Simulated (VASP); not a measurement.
# C (Fd-3m) in VASP: a series of runs

C is run at these levels: PBE; tasks: single point, relaxation of cell and atoms.

Everything below comes from runs of VASP 6.6.1. Logs are shortened: lines on timing, memory, paths and dates and some standing lists are left out, and cuts for length are marked.

## 1. The cell of the first run

It takes space group Fd-3m (No. 227, cubic). The conventional cell has a = 3.572 Å, b = 3.572 Å, c = 3.572 Å, α = 90.00°, β = 90.00°, γ = 90.00°. Within 2.1 Å of C (site symmetry -43m) lie 4 C at 1.55 Å.

## 2. Single point, PBE

INCAR reads:

```
SYSTEM = C
PREC = Accurate
ENCUT = 520
EDIFF = 1E-7
ISMEAR = 0
SIGMA = 0.02
LREAL = .False.
LASPH = .True.
NELM = 80
ALGO = Normal
ISIF = 2
LWAVE = .False.
LCHARG = .False.
GGA = PE
NBANDS = 11
```

KPOINTS reads:

```
Automatic mesh
0
Gamma
  12 12 12
  0 0 0
```

POSCAR reads:

```
C
1.0
    0.0000000000      1.7858121910      1.7858121910
    1.7858121910      0.0000000000      1.7858121910
    1.7858121910      1.7858121910      0.0000000000
C
2
Direct
    0.0000000000      0.0000000000      0.0000000000
    0.2500000000      0.2500000000      0.2500000000
```

Potentials or basis: VASP PAW PBE potentials, release 64 (C).

Run with:

```sh
$ cat potpaw_PBE.64/C/POTCAR > POTCAR
$ mpirun -np 1 vasp_std > vasp.out
```

OUTCAR:

```text
SYSTEM = C
   PREC = Accurate
   ENCUT = 520
   EDIFF = 1E-7
   ISMEAR = 0
   LREAL = .False.
   LASPH = .True.
   NELM = 80
   ISIF = 2
   GGA = PE

 ion  position               nearest neighbor table
   1  0.000  0.000  0.000-   2 1.55   2 1.55   2 1.55   2 1.55
   2  0.250  0.250  0.250-   1 1.55   1 1.55   1 1.55   1 1.55

  LATTYP: Found a face centered cubic cell.
 ALAT       =     3.5716243820

  Lattice vectors:

 A1 = (   0.0000000000,   1.7858121910,   1.7858121910)
 A2 = (   1.7858121910,   0.0000000000,   1.7858121910)
 A3 = (   1.7858121910,   1.7858121910,   0.0000000000)

Analysis of symmetry for initial positions (statically):
=====================================================================
 Subroutine PRICEL returns:
 Original cell was already a primitive cell.

 Routine SETGRP: Setting up the symmetry group for a
 face centered cubic supercell.

 Subroutine GETGRP returns: Found 48 space group operations
 (whereof 24 operations were pure point group operations)
 out of a pool of 48 trial point group operations.

The static configuration has the point symmetry T_d .
 The point group associated with its full space group is O_h .

Analysis of symmetry for dynamics (positions and initial velocities):
=====================================================================
 Subroutine PRICEL returns:
 Original cell was already a primitive cell.

 Routine SETGRP: Setting up the symmetry group for a
 face centered cubic supercell.

 Subroutine GETGRP returns: Found 48 space group operations
 (whereof 24 operations were pure point group operations)
 out of a pool of 48 trial point group operations.

The dynamic configuration has the point symmetry T_d .
 The point group associated with its full space group is O_h .

 Subroutine INISYM returns: Found 48 space group operations
 (whereof 24 operations are pure point group operations),
 and found     1 'primitive' translations

----------------------------------------------------------------------------------------

                                     Primitive cell

  volume of cell :      11.3904

  direct lattice vectors                    reciprocal lattice vectors
     0.000000000  1.785812191  1.785812191    -0.279984649  0.279984649  0.279984649
     1.785812191  0.000000000  1.785812191     0.279984649 -0.279984649  0.279984649
     1.785812191  1.785812191  0.000000000     0.279984649  0.279984649 -0.279984649

  length of vectors
     2.525519820  2.525519820  2.525519820     0.484947638  0.484947638  0.484947638

  position of ions in fractional coordinates (direct lattice)
     0.000000000  0.000000000  0.000000000
     0.250000000  0.250000000  0.250000000

  ion indices of the primitive-cell ions
   primitive index   ion index
                 1           1
                 2           2

----------------------------------------------------------------------------------------

 KPOINTS: Automatic mesh

Automatic generation of k-mesh.
 Grid dimensions read from file:
 generate k-points for:   12   12   12

 Generating k-lattice:

  Cartesian coordinates                     Fractional coordinates (reciprocal lattice)
    -0.023332054  0.023332054  0.023332054     0.083333333  0.000000000  0.000000000
     0.023332054 -0.023332054  0.023332054     0.000000000  0.083333333  0.000000000
     0.023332054  0.023332054 -0.023332054     0.000000000  0.000000000  0.083333333

  Length of vectors
     0.040412303  0.040412303  0.040412303

  Shift w.r.t. Gamma in fractional coordinates (k-lattice)
     0.000000000  0.000000000  0.000000000

 Subroutine IBZKPT returns following result:
 ===========================================

 Found     72 irreducible k-points:

 Following reciprocal coordinates:
            Coordinates               Weight
  0.000000  0.000000  0.000000      1.000000
  0.083333  0.000000  0.000000      8.000000
  0.166667  0.000000  0.000000      8.000000
  0.250000  0.000000  0.000000      8.000000
  0.333333  0.000000  0.000000      8.000000
  0.416667  0.000000  0.000000      8.000000
[... 16 lines left out ...]
  0.500000  0.166667  0.000000     24.000000
 -0.416667  0.166667  0.000000     24.000000
 [... further k-points ...]
   k-points           NKPTS =     72   k-points in BZ     NKDIM =     72   number of bands    NBANDS=     11
   number of dos      NEDOS =    301   number of ions     NIONS =      2
   total plane-waves  NPLWV =   8000
   dimension x,y,z NGX =    20 NGY =   20 NGZ =   20
   dimension x,y,z NGXF=    40 NGYF=   40 NGZF=   40
   ions per type =               2
   NGX,Y,Z   is equivalent  to a cutoff of  13.17, 13.17, 13.17 a.u.
   NGXF,Y,Z  is equivalent  to a cutoff of  26.33, 26.33, 26.33 a.u.
 SYSTEM =  C
   PREC   = accura    normal or accurate (medium, high low for compatibility)
   ISTART =      0    job   : 0-new  1-cont  2-samecut
   ICHARG =      2    charge: 1-file 2-atom 10-const
   ISPIN  =      1    spin polarized calculation?
   LNONCOLLINEAR =      F non collinear calculations
   LSORBIT =      F    spin-orbit coupling
   LASPH  =      T    aspherical Exc in radial PAW
   ENCUT  =  520.0 eV  38.22 Ry    6.18 a.u.   4.70  4.70  4.70*2*pi/ulx,y,z
   NELM   =     80;   NELMIN=  2; NELMDL= -5     # of ELM steps
   EDIFF  = 0.1E-06   stopping-criterion for ELM
   LREAL  =      F    real-space projection
   EDIFFG = 0.1E-05   stopping-criterion for IOM
   NSW    =      0    number of steps for IOM
   IBRION =     -1    ionic relax: 0-MD 1-quasi-New 2-CG
   NFREE  =      0    steps in history (QN), initial steepest desc. (CG)
   ISIF   =      2    stress and relaxation
   ISYM   =      2    0-nonsym 1-usesym 2-fastsym
   POTIM  = 0.5000    time-step for ionic-motion
   TEBEG  =    0.0;   TEEND  =   0.0 temperature during run
   PSTRESS=    0.0 pullay stress
   NELECT =       8.0000    total number of electrons
   NUPDOWN=      -1.0000    fix difference up-down
   EMIN   =  10.00;   EMAX   =-10.00  energy-range for DOS
   EFERMI =   0.00;   METHOD = LEGACY
   ISMEAR =     0;   SIGMA  =   0.02  broadening in eV -4-tet -1-fermi 0-gaus
   EFERMI_NEDOS =   21; number of points for ismear=-14 and -15
   IALGO  =     38    algorithm
   IMIX   =      4    mixing-type and parameters
     AMIX     =   0.40;   BMIX     =  1.00
     AMIX_MAG =   1.60;   BMIX_MAG =  1.00
  volume/ion in A,a.u.               =       5.70        38.43
  Fermi-wavevector in a.u.,A,eV,Ry     =   1.455210  2.749948 28.812194  2.117637
  Thomas-Fermi vector in A             =   2.572271
   LORBIT       =      0    0 simple, 1 ext, 2 COOP (PROOUT), +10 PAW based schemes
   GGA     = PE    functional components
   LHFCALC =     F    Hartree Fock is set to
   AEXX    =    0.0000 exact exchange contribution
   IVDW    =     0    specifies the selected vdW correction
   LEPSILON=     F    determine dielectric tensor
   LRPA    =     F    only Hartree local field effects (RPA)
 non-spin polarized calculation
 Gauss-broadening in eV      SIGMA  =   0.02
  energy-cutoff  :      520.00
  volume of cell :       11.39
 maximum number of plane-waves:       331
   NGX =  9   NGY =  9   NGZ =  9

 number of electron       7.9999999 magnetization

 Free energy of the ion-electron system (eV)
  ---------------------------------------------------
  ext. energy  EPLUGINS =         0.00000000
  ---------------------------------------------------
  free energy    TOTEN  =       -18.18576766 eV

  energy without entropy =      -18.18576766  energy(sigma->0) =      -18.18576766

 E-fermi :   9.7743     XC(G=0): -13.2303

 val. band max:        9.6706066989   @ k =   0.0000   0.0000   0.0000
 cond. band min:      13.8144318603   @ k =   0.3333   0.3333   0.0000
 fundamental gap:      4.1438251613
 Fermi energy:         9.7743410168

 k-point     1 :       0.0000    0.0000    0.0000
  band No.  band energies     occupation
      1     -11.7515      2.00000
      2       9.6706      2.00000
      3       9.6706      2.00000
      4       9.6706      2.00000
      5      15.2493      0.00000
      6      15.2493      0.00000
      7      15.2493      0.00000
      8      22.9086      0.00000
      9      28.9121      0.00000
     10      36.1602      0.00000
     11      36.1602      0.00000

 k-point     2 :       0.0833    0.0000    0.0000
  band No.  band energies     occupation
      1     -11.5596      2.00000
      2       8.4486      2.00000
      3       9.3496      2.00000
      4       9.3496      2.00000
      5      15.6703      0.00000
      6      15.6703      0.00000
      7      15.9594      0.00000
      8      23.0770      0.00000
      9      29.2321      0.00000
     10      34.0424      0.00000
     11      34.0424      0.00000

 k-point     3 :       0.1667    0.0000    0.0000
  band No.  band energies     occupation
      1     -10.9866      2.00000
      2       5.9259      2.00000
      3       8.6520      2.00000
      4       8.6520      2.00000
      5      16.5858      0.00000
      6      16.5858      0.00000
      7      17.0381      0.00000
      8      23.5610      0.00000
      9      29.9014      0.00000
     10      32.4511      0.00000
     11      32.4511      0.00000

 k-point     4 :       0.2500    0.0000    0.0000
  band No.  band energies     occupation
      1     -10.0408      2.00000
      2       3.0990      2.00000
      3       7.9321      2.00000
      4       7.9321      2.00000
      5      17.4406      0.00000
      6      17.4406      0.00000
      7      17.7781      0.00000
      8      24.2407      0.00000
      9      30.3294      0.00000
     10      32.0342      0.00000
     11      32.0342      0.00000
[... 239 lines left out ...]
 k-point    22 :       0.4167    0.1667    0.0000
  band No.  band energies     occupation
      1      -7.5917      2.00000
      2      -0.0744      2.00000
      3       5.4130      2.00000
      4       5.6341      2.00000
      5      16.3316      0.00000
      6      20.6313      0.00000
      7      20.7334      0.00000
      8      22.3242      0.00000
      9      30.6949      0.00000
     10      32.0545      0.00000
     11      37.0195      0.00000

 k-point    23 :       0.5000    0.1667    0.0000
  band No.  band energies     occupation
      1      -6.0174      2.00000
      2      -2.3043      2.00000
      3       4.6984      2.00000
      4       5.7207      2.00000
      5      16.7532      0.00000
      6      20.3632      0.00000
      7      20.8454      0.00000
      8      23.9174      0.00000
      9      29.7638      0.00000
     10      33.4147      0.00000
     11      36.2065      0.00000

 k-point    24 :      -0.4167    0.1667    0.0000
  band No.  band energies     occupation
      1      -5.5910      2.00000
      2      -2.8165      2.00000
      3       4.2140      2.00000
      4       6.0973      2.00000
      5      17.1891      0.00000
      6      19.8754      0.00000
      7      20.8233      0.00000
      8      25.0634      0.00000
      9      29.0729      0.00000
     10      33.8129      0.00000
     11      34.1684      0.00000

 [... further k-points ...]
[... 5 lines left out ...]
  --------------------------------------------------------------------------------------
  -------------------------------------------------------------------------------------
  Total        0.0462464      0.0462464      0.0462464     -0.0000000     -0.0000000      0.0000000
  in kB        6.5050570      6.5050570      6.5050570     -0.0000000     -0.0000000      0.0000000
  external PRESSURE =       6.5050570 kB  Pullay stress =       0.0000000 kB

 VOLUME and BASIS-vectors are now :
 -----------------------------------------------------------------------------
  energy-cutoff  :      520.00
  volume of cell :       11.39
      direct lattice vectors                 reciprocal lattice vectors
     0.000000000  1.785812191  1.785812191    -0.279984649  0.279984649  0.279984649
     1.785812191  0.000000000  1.785812191     0.279984649 -0.279984649  0.279984649
     1.785812191  1.785812191  0.000000000     0.279984649  0.279984649 -0.279984649

 POSITION                                       TOTAL-FORCE (eV/Angst)
 -----------------------------------------------------------------------------------
      0.00000      0.00000      0.00000        -0.000000     -0.000000     -0.000000
      0.89291      0.89291      0.89291         0.000000      0.000000      0.000000
 -----------------------------------------------------------------------------------
    total drift:                                0.000000      0.000000      0.000000

  FREE ENERGIE OF THE ION-ELECTRON SYSTEM (eV)
  ---------------------------------------------------
  free  energy   TOTEN  =       -18.1857676588 eV

  energy  without entropy=      -18.1857676588  energy(sigma->0) =      -18.18576766
```

It took 5.3 s on 1 thread of Intel Xeon Platinum 8488C (Sapphire Rapids), shared host; peak memory 0.12 GiB.

What came out:

| Item | Value |
| --- | --- |
| Free energy | -18.1858 eV |
| Pressure | 0.7 GPa |
| Band gap on the k mesh | 4.14 eV, indirect (least direct gap 5.58 eV) |

A k mesh can miss the band edges. Expect the measured gap to be larger: semilocal functionals such as PBE lack the derivative discontinuity.

## 3. Relaxation of cell and atoms, PBE

INCAR reads:

```
SYSTEM = C
PREC = Accurate
ENCUT = 600
EDIFF = 1E-6
ISMEAR = 0
SIGMA = 0.02
LREAL = .False.
LASPH = .True.
NELM = 60
ALGO = Normal
ISIF = 3
LWAVE = .False.
LCHARG = .False.
GGA = PE
IBRION = 2
NSW = 100
EDIFFG = -0.01
```

KPOINTS reads:

```
regular mesh
0
Gamma
  12 12 12
  0 0 0
```

POSCAR is that of step 2.

Potentials or basis: VASP PAW PBE potentials, release 64 (C).

Run with:

```sh
$ cat potpaw_PBE.64/C/POTCAR > POTCAR
$ mpirun -np 1 vasp_std > vasp.out
```

Run time: 4.2 s. Hardware: 1 thread of Intel Xeon Platinum 8488C (Sapphire Rapids), shared host; peak memory 0.11 GiB.

It converged, with:

| Item | Value |
| --- | --- |
| Free energy | -18.1905 eV |
| Pressure after relaxing | 0.0 GPa |
| Band gap on the k mesh | 4.14 eV, indirect (least direct gap 5.58 eV) |

Final structure:
```cif
data_structure
_symmetry_space_group_name_H-M 'P 1'
_symmetry_Int_Tables_number 1
_cell_length_a 2.5255
_cell_length_b 2.5255
_cell_length_c 2.5255
_cell_angle_alpha 60.000
_cell_angle_beta 60.000
_cell_angle_gamma 60.000
_cell_volume 11.39
loop_
_atom_site_label
_atom_site_type_symbol
_atom_site_fract_x
_atom_site_fract_y
_atom_site_fract_z
_atom_site_occupancy
C1 C 0.00000 0.00000 0.00000 1
C2 C 0.25000 0.25000 0.25000 1
```

Levels at points of the mesh, in eV from the valence-band top:
| k point | band 1 | band 2 | band 3 | band 4 | band 5 | band 6 | band 7 | band 8 |
| --- | --- | --- | --- | --- | --- | --- | --- | --- |
| (0.00, 0.00, 0.00) | -21.42 | 0.00 | 0.00 | 0.00 | 5.58 | 5.58 | 5.58 | 13.24 |
| (0.50, 0.00, 0.00) | -15.67 | -13.33 | -2.79 | -2.79 | 8.44 | 8.44 | 8.79 | 15.66 |
| (0.50, 0.50, 0.00) | -12.74 | -12.74 | -6.27 | -6.27 | 4.75 | 4.75 | 16.74 | 16.74 |

Caveat: the relaxation stopped at its first step, so nothing moved. A k mesh can miss the band edges.

## 4. Single point, PBE

INCAR reads:

```
SYSTEM = C
PREC     = Accurate       ! precision mode
ENCUT    = 520            ! plane-wave cutoff, eV
EDIFF    = 1E-6           ! SCF threshold, eV
ISMEAR   = 0              ! smearing method
SIGMA    = 0.02           ! smearing width, eV
LREAL    = .False.        ! projectors in reciprocal space
LASPH    = .True.         ! aspherical terms in the spheres
NELM     = 60             ! most SCF steps
ALGO     = Normal         ! electronic algorithm
ISIF     = 2              ! what is computed and relaxed
LWAVE    = .False.        ! write WAVECAR
LCHARG   = .False.        ! write CHGCAR
GGA      = PE             ! functional
NBANDS   = 11             ! bands
```

KPOINTS reads:

```
Automatic mesh
0
Gamma
  12 12 12
  0 0 0
```

POSCAR reads:

```
C
1.0
    0.0000000000      1.7858193565      1.7858193565
    1.7858193565      0.0000000000      1.7858193565
    1.7858193565      1.7858193565      0.0000000000
C
2
Direct
    0.0000000000      0.0000000000      0.0000000000
    0.2500000000      0.2500000000      0.2500000000
```

Run with:

```sh
$ cat potpaw_PBE.64/C/POTCAR > POTCAR
$ mpirun -np 1 vasp_std > vasp.out
```

Wall time 3.7 s (1 thread of Intel Xeon 6975P-C (Granite Rapids), shared host); peak memory 0.12 GiB.

It converged, with:

```yaml
Free_energy: -18.1858 eV
Pressure: 0.6 GPa
Band_gap_on_the_k_mesh: 4.14 eV, indirect (least direct gap 5.58 eV)
```

Levels at points of the mesh, in eV from the valence-band top:
| k point | band 1 | band 2 | band 3 | band 4 | band 5 | band 6 | band 7 | band 8 | band 9 |
| --- | --- | --- | --- | --- | --- | --- | --- | --- | --- |
| (0.00, 0.00, 0.00) | -21.42 | 0.00 | 0.00 | 0.00 | 5.58 | 5.58 | 5.58 | 13.24 | 19.24 |
| (0.50, 0.00, 0.00) | -15.67 | -13.33 | -2.79 | -2.79 | 8.44 | 8.44 | 8.79 | 15.66 | 21.84 |
| (0.50, 0.50, 0.00) | -12.73 | -12.73 | -6.27 | -6.27 | 4.75 | 4.75 | 16.75 | 16.75 | 23.16 |

A k mesh can miss the band edges. Expect the measured gap to be larger: semilocal functionals such as PBE lack the derivative discontinuity.

(Part 1 of 2 ends here.)
